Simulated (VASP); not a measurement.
# H21O10F in VASP: further runs

H21O10F is run at these levels: r2SCAN+D3(BJ); tasks: single point.

Program: VASP 6.6.1. These are calculated values, not measurements. Logs are shortened: lines on timing, memory, paths and dates and some standing lists are left out, and cuts for length are marked.

### 1 The cell of the first run

The cell holds a disordered packing, 32 atoms: a = 7.572 Å, b = 7.572 Å, c = 7.572 Å, α = 90.00°, β = 90.00°, γ = 90.00°.

### 2 Single point, r2SCAN+D3(BJ)

Contents of POSCAR:

```
H21O10F
1.0
    7.5723370000      0.0000000000      0.0000000000
    0.0000000000      7.5723370000      0.0000000000
    0.0000000000      0.0000000000      7.5723370000
O H F
10 21 1
Direct
    0.1093057533      0.6784827458      0.5149136918
    0.2311175533      0.7937179764      0.1598581785
    0.7558960992      0.0592155368      0.8766646281
    0.5744989955      0.8560237084      0.6621073521
    1.0080639570      0.0429061728      0.6219480195
    0.3632564161      0.2623100372      0.3588588305
    0.7166215661      0.3693575709      0.3122549881
    0.3033277573      0.6290000036      0.7999511908
    0.0320112536      0.1467182456      0.2527357142
    0.6834349818     -0.0890610125      0.2625213326
    0.0858387576      0.8022094104      0.5227844455
    0.1686401437      0.6590963926      0.4030591877
    0.3445699789      0.8470700657      0.1301579684
    0.1984724135      0.7270806886      0.0581986776
    0.6979219229      0.1729584935      0.9045292094
    0.6680500353     -0.0109345371      0.8087859798
    0.6059820106      0.8593251991      0.5387108366
    0.4920805823      0.7618123705      0.6852838166
    0.9631108600      0.1252717622      0.5281460664
    0.9163749580      0.0272967249      0.7127126011
    0.3490864181      0.2586916034      0.4862831646
    0.4867057554      0.2678169236      0.3427871739
    0.7623406090      0.4832457932      0.3438700628
    0.8187564817      0.2854468838      0.2947702935
    0.2471363860      0.6324599658      0.6855611418
    0.3141038229      0.5061977564      0.8310908508
    0.0632697673      0.0346524461      0.2045603623
    0.1499008826      0.1834968518      0.2945854100
    0.8112290829     -0.0750891039      0.2758065311
    0.6595718072     -0.0320244596      0.1491877607
    0.1610995390      0.1546814411      0.6930885406
    0.2645550508      0.2257559324      0.7188797857
```

Contents of INCAR.step1:

```
ALGO = Normal ; EDIFF = 1E-5
ENCUT = 1110 ; GGA = PE
GGA_COMPAT = F ; ISMEAR = -1
LASPH = T ; LCHARG = F
LREAL = Auto ; LWAVE = T
NBANDS = 66 ; NELM = 120
PREC = Accurate ; SIGMA = 0.05
```

Contents of INCAR.step2:

```
ALGO = Normal ; EDIFF = 1E-6
ENCUT = 1110 ; GGA_COMPAT = F
ISIF = 2 ; ISMEAR = -1
ISTART = 1 ; IVDW = 12
LASPH = T ; LCHARG = F
LMIXTAU = T ; LREAL = Auto
LWAVE = F ; METAGGA = R2SCAN
NBANDS = 66 ; NELM = 120
PREC = Accurate ; SIGMA = 0.05
VDW_A1 = 0.49484001 ; VDW_A2 = 5.73083694
VDW_S6 = 1.0 ; VDW_S8 = 0.78981345
```

Contents of KPOINTS:

```
k-points
0
Gamma
  1 1 1
```

Potentials or basis: VASP PAW PBE potentials, release 64 (O_h, H_h, F_h).

Started as:

```console
> cat potpaw_PBE.64/O_h/POTCAR potpaw_PBE.64/H_h/POTCAR potpaw_PBE.64/F_h/POTCAR > POTCAR
> cp INCAR.step1 INCAR
> mpirun -np 1 vasp_gam > vasp.out
> cp INCAR.step2 INCAR
> mpirun -np 1 vasp_gam > vasp.out
```

OUTCAR:

```text
EDIFF = 1E-6
   ENCUT = 1110
   ISIF = 2
   ISMEAR = -1
   ISTART = 1
   IVDW = 12
   LASPH = T
   LREAL = Auto
   METAGGA = R2SCAN
   NELM = 120
   PREC = Accurate
 IVDW          = 12

 ion  position               nearest neighbor table
   1  0.109  0.678  0.515-  11 0.96  12 0.97
   2  0.231  0.794  0.160-  14 0.95  13 0.98
   3  0.756  0.059  0.877-  15 0.99  16 0.99
   4  0.574  0.856  0.662-  18 0.96  17 0.96
   5  0.008  0.043  0.622-  20 0.98  19 1.00
   6  0.363  0.262  0.359-  22 0.94  21 0.97
   7  0.717  0.369  0.312-  23 0.96  24 1.01
   8  0.303  0.629  0.800-  26 0.96  25 0.97
   9  0.032  0.147  0.253-  27 0.95  28 0.99
  10  0.683  0.911  0.263-  30 0.98  29 0.98
  11  0.086  0.802  0.523-   1 0.96
  12  0.169  0.659  0.403-   1 0.97
  13  0.345  0.847  0.130-   2 0.98
  14  0.198  0.727  0.058-   2 0.95
  15  0.698  0.173  0.905-   3 0.99
  16  0.668  0.989  0.809-   3 0.99
[... 14 lines left out ...]
  31  0.161  0.155  0.693-  32 0.97
  32  0.265  0.226  0.719-  31 0.97

  LATTYP: Found a simple cubic cell.
 ALAT       =     7.5723370000

  Lattice vectors:

 A1 = (   7.5723370000,   0.0000000000,   0.0000000000)
 A2 = (   0.0000000000,   7.5723370000,   0.0000000000)
 A3 = (   0.0000000000,   0.0000000000,   7.5723370000)

Analysis of symmetry for initial positions (statically):
=====================================================================
 Subroutine PRICEL returns:
 Original cell was already a primitive cell.

 Routine SETGRP: Setting up the symmetry group for a
 simple cubic supercell.

 Subroutine GETGRP returns: Found  1 space group operations
 (whereof  1 operations were pure point group operations)
 out of a pool of 48 trial point group operations.

The static configuration has the point symmetry C_1 .

Analysis of symmetry for dynamics (positions and initial velocities):
=====================================================================
 Subroutine PRICEL returns:
 Original cell was already a primitive cell.

 Routine SETGRP: Setting up the symmetry group for a
 simple cubic supercell.

 Subroutine GETGRP returns: Found  1 space group operations
 (whereof  1 operations were pure point group operations)
 out of a pool of 48 trial point group operations.

The dynamic configuration has the point symmetry C_1 .

 Subroutine INISYM returns: Found  1 space group operations
 (whereof  1 operations are pure point group operations),
 and found     1 'primitive' translations

----------------------------------------------------------------------------------------

                                     Primitive cell

  volume of cell :     434.2000

  direct lattice vectors                    reciprocal lattice vectors
     7.572337000  0.000000000  0.000000000     0.132059627  0.000000000  0.000000000
     0.000000000  7.572337000  0.000000000     0.000000000  0.132059627  0.000000000
     0.000000000  0.000000000  7.572337000     0.000000000  0.000000000  0.132059627

  length of vectors
     7.572337000  7.572337000  7.572337000     0.132059627  0.132059627  0.132059627

  position of ions in fractional coordinates (direct lattice)
     0.109305753  0.678482746  0.514913692
     0.231117553  0.793717976  0.159858179
     0.755896099  0.059215537  0.876664628
     0.574498996  0.856023708  0.662107352
     0.008063957  0.042906173  0.621948020
     0.363256416  0.262310037  0.358858830
[... 24 lines left out ...]
     0.161099539  0.154681441  0.693088541
     0.264555051  0.225755932  0.718879786

  ion indices of the primitive-cell ions
   primitive index   ion index
                 1           1
                 2           2
                 3           3
                 4           4
                 5           5
                 6           6
[... 24 lines left out ...]
                31          31
                32          32

----------------------------------------------------------------------------------------

 KPOINTS: k-points

Automatic generation of k-mesh.
 Grid dimensions read from file:
 generate k-points for:    1    1    1

 Generating k-lattice:

  Cartesian coordinates                     Fractional coordinates (reciprocal lattice)
     0.132059627  0.000000000  0.000000000     1.000000000  0.000000000  0.000000000
     0.000000000  0.132059627  0.000000000     0.000000000  1.000000000  0.000000000
     0.000000000  0.000000000  0.132059627     0.000000000  0.000000000  1.000000000

  Length of vectors
     0.132059627  0.132059627  0.132059627

  Shift w.r.t. Gamma in fractional coordinates (k-lattice)
     0.000000000  0.000000000  0.000000000

 Subroutine IBZKPT returns following result:
 ===========================================

 Found      1 irreducible k-points:

 Following reciprocal coordinates:
            Coordinates               Weight
  0.000000  0.000000  0.000000      1.000000
   k-points           NKPTS =      1   k-points in BZ     NKDIM =      1   number of bands    NBANDS=     66
   number of dos      NEDOS =    301   number of ions     NIONS =     32
   total plane-waves  NPLWV = 592704
   dimension x,y,z NGX =    84 NGY =   84 NGZ =   84
   dimension x,y,z NGXF=   168 NGYF=  168 NGZF=  168
   ions per type =              10  21   1
   NGX,Y,Z   is equivalent  to a cutoff of  18.44, 18.44, 18.44 a.u.
   NGXF,Y,Z  is equivalent  to a cutoff of  36.88, 36.88, 36.88 a.u.
 SYSTEM =  unknown system
   PREC   = accura    normal or accurate (medium, high low for compatibility)
   ISTART =      1    job   : 0-new  1-cont  2-samecut
   ICHARG =      0    charge: 1-file 2-atom 10-const
   ISPIN  =      1    spin polarized calculation?
   LNONCOLLINEAR =      F non collinear calculations
   LSORBIT =      F    spin-orbit coupling
   LASPH  =      T    aspherical Exc in radial PAW
   ENCUT  = 1110.0 eV  81.58 Ry    9.03 a.u.  20.57 20.57 20.57*2*pi/ulx,y,z
   NELM   =    120;   NELMIN=  2; NELMDL=  0     # of ELM steps
   EDIFF  = 0.1E-05   stopping-criterion for ELM
   LREAL  =      T    real-space projection
   EDIFFG = 0.1E-04   stopping-criterion for IOM
   NSW    =      0    number of steps for IOM
   IBRION =     -1    ionic relax: 0-MD 1-quasi-New 2-CG
   NFREE  =      0    steps in history (QN), initial steepest desc. (CG)
   ISIF   =      2    stress and relaxation
   ISYM   =      2    0-nonsym 1-usesym 2-fastsym
   POTIM  = 0.5000    time-step for ionic-motion
   TEBEG  =    0.0;   TEEND  =   0.0 temperature during run
   PSTRESS=    0.0 pullay stress
   NELECT =      88.0000    total number of electrons
   NUPDOWN=      -1.0000    fix difference up-down
   EMIN   =  10.00;   EMAX   =-10.00  energy-range for DOS
   EFERMI =   0.00;   METHOD = LEGACY
   ISMEAR =    -1;   SIGMA  =   0.05  broadening in eV -4-tet -1-fermi 0-gaus
   EFERMI_NEDOS =   21; number of points for ismear=-14 and -15
   IALGO  =     38    algorithm
   IMIX   =      4    mixing-type and parameters
     AMIX     =   0.40;   BMIX     =  1.00
     AMIX_MAG =   1.60;   BMIX_MAG =  1.00
  volume/ion in A,a.u.               =      13.57        91.57
  Fermi-wavevector in a.u.,A,eV,Ry     =   0.961625  1.817208 12.581618  0.924723
  Thomas-Fermi vector in A             =   2.091013
   LORBIT       =      0    0 simple, 1 ext, 2 COOP (PROOUT), +10 PAW based schemes
   METAGGA = R2SCAN    functional components
   LHFCALC =     F    Hartree Fock is set to
   AEXX    =    0.0000 exact exchange contribution
   IVDW    =    12    specifies the selected vdW correction
   LEPSILON=     F    determine dielectric tensor
   LRPA    =     F    only Hartree local field effects (RPA)
 non-spin polarized calculation
  energy-cutoff  :     1110.00
  volume of cell :      434.20
 maximum number of plane-waves:     18189
 NGX is ok and might be reduce to    84
   NGX = 41   NGY = 41   NGZ = 41

 number of electron      87.9999999 magnetization

 Free energy of the ion-electron system (eV)
  ---------------------------------------------------
  ext. energy  EPLUGINS =         0.00000000
  ---------------------------------------------------
  free energy    TOTEN  =      -167.75519488 eV

  energy without entropy =     -167.75519488  energy(sigma->0) =     -167.75519488

 E-fermi :  -3.7016     XC(G=0):  -5.7487

 val. band max:       -4.9609429653   @ k =   0.0000   0.0000   0.0000
 cond. band min:       0.5045635106   @ k =   0.0000   0.0000   0.0000
 fundamental gap:      5.4655064758
 Fermi energy:        -3.7016400268

 k-point     1 :       0.0000    0.0000    0.0000
  band No.  band energies     occupation
      1     -28.3851      2.00000
      2     -24.8516      2.00000
      3     -24.5668      2.00000
      4     -24.4739      2.00000
      5     -24.4149      2.00000
      6     -24.3378      2.00000
[... 48 lines left out ...]
     55       5.3619      0.00000
     56       5.5605      0.00000
 [bands above 56 left out]

------------------------ aborting loop because EDIFF is reached ----------------------------------------

 Edisp (eV)   -0.38739

 E8    (eV) :    -0.0554

  FORCE on cell =-STRESS in cart. coord.  units (eV):
  Direction    XX          YY          ZZ          XY          YZ          ZX
  --------------------------------------------------------------------------------------
  -------------------------------------------------------------------------------------
  Total      -2.48078    -3.43192    -2.24969     2.09567     0.78865     0.78686
  in kB      -9.15396   -12.66363    -8.30123     7.73292     2.91008     2.90349
  external pressure =      -10.04 kB  Pullay stress =        0.00 kB

 VOLUME and BASIS-vectors are now :
 -----------------------------------------------------------------------------
  energy-cutoff  :     1110.00
  volume of cell :      434.20
      direct lattice vectors                 reciprocal lattice vectors
     7.572337000  0.000000000  0.000000000     0.132059627  0.000000000  0.000000000
     0.000000000  7.572337000  0.000000000     0.000000000  0.132059627  0.000000000
     0.000000000  0.000000000  7.572337000     0.000000000  0.000000000  0.132059627

 POSITION                                       TOTAL-FORCE (eV/Angst)
 -----------------------------------------------------------------------------------
      0.82770      5.13770      3.89910         0.152650     -0.909084     -0.323943
      1.75010      6.01030      1.21050         0.414862      0.782065      0.625861
      5.72390      0.44840      6.63840        -0.894349      0.768807      0.488895
      4.35030      6.48210      5.01370         0.354376      0.351047     -0.031029
      0.06106      0.32490      4.70960        -0.122718      0.808797     -1.055171
      2.75070      1.98630      2.71740        -1.561440     -0.170527      0.658739
[... 24 lines left out ...]
      1.21990      1.17130      5.24830        -0.172482     -0.312316     -0.065732
      2.00330      1.70950      5.44360         0.225273      0.268566      0.088586
 -----------------------------------------------------------------------------------
    total drift:                                0.001865     -0.002038      0.004384

  FREE ENERGIE OF THE ION-ELECTRON SYSTEM (eV)
  ---------------------------------------------------
  free  energy   TOTEN  =      -168.1425809665 eV

  energy  without entropy=     -168.1425809664  energy(sigma->0) =     -168.14258097
```

Run time: 12 min. Hardware: 1 thread of Intel Xeon Platinum 8259CL at 2.50GHz (Skylake/Cascade Lake), shared host; peak memory 1.2 GiB.

Results:

```
Free energy                : -168.1426 eV
Pressure                   : -1.0 GPa
Largest force              : 1.799 eV/Å
Band gap on the k mesh     : 5.47 eV
Dispersion energy per atom : -0.012 eV
```

Forces in eV/Å, atoms in the order of the input:
```
O    0.153 -0.909 -0.324
O    0.415  0.782  0.626
O   -0.894  0.769  0.489
O    0.354  0.351 -0.031
O   -0.123  0.809 -1.055
O   -1.561 -0.171  0.659
O    0.988 -1.481 -0.256
O    0.769  0.068  0.951
O    0.305  0.480  0.651
O    0.559  0.258 -0.180
H   -0.092  0.711  0.005
H   -0.098  0.350  0.026
H   -0.608 -0.439  0.129
H    0.098 -0.303 -0.807
H    0.658 -1.020 -0.435
H    0.102  0.106  0.014
H   -0.261 -0.079 -0.088
H   -0.219 -0.270  0.104
H    0.317 -1.227  1.030
H   -0.102  0.550  0.003
H   -0.003 -0.036 -0.084
H    1.393  0.282 -0.388
H    0.243 -0.089 -0.019
H   -1.029  1.404  0.142
H   -0.792 -0.068 -0.539
H   -0.034 -0.058 -0.196
H    0.020 -0.800 -0.516
H   -0.176  0.366 -0.224
H   -0.779 -0.033 -0.130
H    0.345 -0.260  0.419
H   -0.172 -0.312 -0.066
F    0.225  0.269  0.089
```

Stress tensor (GPa, compression positive):
```
-0.92  0.77  0.29
 0.77 -1.27  0.29
 0.29  0.29 -0.83
```

Levels at points of the mesh, in eV from the valence-band top:
| k point | band 42 | band 43 | band 44 | band 45 | band 46 | band 47 |
| --- | --- | --- | --- | --- | --- | --- |
| (0.00, 0.00, 0.00) | -0.26 | -0.23 | 0.00 | 5.47 | 7.96 | 8.09 |

Caveat: the k points lie up to 0.83 Å⁻¹ apart; the PAW data sets were made with another functional, which shifts forces and pressure a little.

### 3 Single point, r2SCAN+D3(BJ)

Contents of POSCAR:

```
H21O10F
1.0
    7.5723370000      0.0000000000      0.0000000000
    0.0000000000      7.5723370000      0.0000000000
    0.0000000000      0.0000000000      7.5723370000
O H F
10 21 1
Direct
    0.1047761081      0.6773602390      0.5155079601
    0.2281858296      0.7925954695      0.1584847584
    0.7555923620      0.0572478483      0.8775626336
    0.5768364509      0.8537258709      0.6608527856
    1.0113258298      0.0433155577      0.6227139653
    0.3592814213      0.2591670181      0.3581457085
    0.7170309509      0.3639035083      0.3091251750
    0.3082931993      0.6271511688      0.8039525975
    0.0295549445      0.1450410884      0.2524187711
    0.6814540874     -0.0864066140      0.2614648556
    0.0698463367      0.8006379008      0.5328473891
    0.1592507042      0.6656993739      0.4004179951
    0.3419419923      0.8485623395      0.1531363435
    0.2152703980      0.7233566071      0.0494827422
    0.7141388451      0.1718227807      0.9067478111
    0.6809654668     -0.0274816084      0.8065145542
    0.5815773915      0.8662715355      0.5328077712
    0.4895846553      0.7632650264      0.6890739279
    0.9725267114      0.1097547560      0.5243427491
    0.9186595895      0.0339393241      0.7154462354
    0.3467621687      0.2602631130      0.4855568367
    0.4846984491      0.2738520486      0.3307169240
    0.7649950075      0.4796933892      0.3415722253
    0.8276044767      0.3032089037      0.2858562687
    0.2412333207      0.6309148682      0.6890211041
    0.3218821349      0.5019190245      0.8242369562
    0.0599946886      0.0430118205      0.1791917079
    0.1467974814      0.1868775782      0.2886427268
    0.8052996057     -0.0690671849      0.2806135015
    0.6753529327     -0.0377558474      0.1423206601
    0.1601355037      0.1572830158      0.6884136298
    0.2675395984      0.2265879081      0.7191174931
```

Contents of INCAR.step1:

```
  ALGO = Normal
  EDIFF = 1E-5
  ENCUT = 1110
  GGA = PE
  GGA_COMPAT = False
  ISMEAR = -1
  LASPH = True
  LCHARG = False
  LREAL = Auto
  LWAVE = True
  NBANDS = 66
  NELM = 120
  PREC = Accurate
  SIGMA = 0.05
```

Contents of INCAR.step2:

```
  ALGO = Normal
  EDIFF = 1E-6
  ENCUT = 1110
  GGA_COMPAT = False
  ISIF = 2
  ISMEAR = -1
  ISTART = 1
  IVDW = 12
  LASPH = True
  LCHARG = False
  LMIXTAU = True
  LREAL = Auto
  LWAVE = False
  METAGGA = R2SCAN
  NBANDS = 66
  NELM = 120
  PREC = Accurate
  SIGMA = 0.05
  VDW_A1 = 0.49484001
  VDW_A2 = 5.73083694
  VDW_S6 = 1.0
  VDW_S8 = 0.78981345
```

KPOINTS is that of step 2.

Potentials or basis: VASP PAW PBE potentials, release 64 (O_h, H_h, F_h).

Started as:

```console
> cat potpaw_PBE.64/O_h/POTCAR potpaw_PBE.64/H_h/POTCAR potpaw_PBE.64/F_h/POTCAR > POTCAR
> cp INCAR.step1 INCAR
> mpirun -np 1 vasp_gam > vasp.out
> cp INCAR.step2 INCAR
> mpirun -np 1 vasp_gam > vasp.out
```

Wall time 11 min (1 thread of Intel Xeon Platinum 8259CL at 2.50GHz (Skylake/Cascade Lake), shared host); peak memory 1.2 GiB.

The run converged. Its results:

```yaml
Free_energy: -168.3204 eV
Pressure: -1.4 GPa
Largest_force: 2.007 eV/Å
Band_gap_on_the_k_mesh: 5.46 eV
Dispersion_energy_per_atom: -0.012 eV
```

Forces on the atoms (eV/Å):
```
O   -0.146  0.000  0.213
O   -0.568 -0.274 -0.263
O    1.075 -1.693  0.072
O    0.033 -0.141 -0.480
O    0.658 -0.778  1.299
O   -0.026 -0.014 -0.034
O    1.036  0.883  0.215
O   -0.240 -0.157 -0.744
O    0.157 -0.461 -0.108
O   -0.043  0.205 -0.576
H    0.277 -0.342 -0.263
H   -0.050  0.479 -0.065
H    0.093 -0.149 -0.126
H    0.452  0.467  0.320
H   -0.812  0.277 -0.417
H   -0.440  1.263  0.240
H   -0.027  0.026  0.426
H    0.050  0.065  0.172
H   -0.719  0.427 -0.994
H    0.053  0.565 -0.295
H    0.314 -0.033 -0.051
H   -0.377  0.074  0.264
H   -0.780 -0.469 -0.115
H   -0.181 -0.539 -0.208
H    0.065  0.131  0.777
H    0.032  0.022 -0.014
H   -0.130  0.337  0.266
H    0.136  0.146 -0.153
H    0.354 -0.057  0.467
H   -0.266 -0.169  0.155
H    0.440 -0.019  0.156
F   -0.424 -0.073 -0.135
```

Stress tensor (GPa, compression positive):
```
-0.96 -0.63  0.35
-0.63 -1.56 -0.77
 0.35 -0.77 -1.83
```

Levels at points of the mesh, in eV from the valence-band top:
```tsv
k point	band 40	band 41	band 42	band 43	band 44	band 45	band 46	band 47	band 48	band 49
(0.00, 0.00, 0.00)	-0.48	-0.45	-0.36	-0.36	0.00	5.46	8.07	8.23	8.39	8.51
```

Caveat: the k points lie up to 0.83 Å⁻¹ apart; the PAW data sets were made with another functional, which shifts forces and pressure a little.
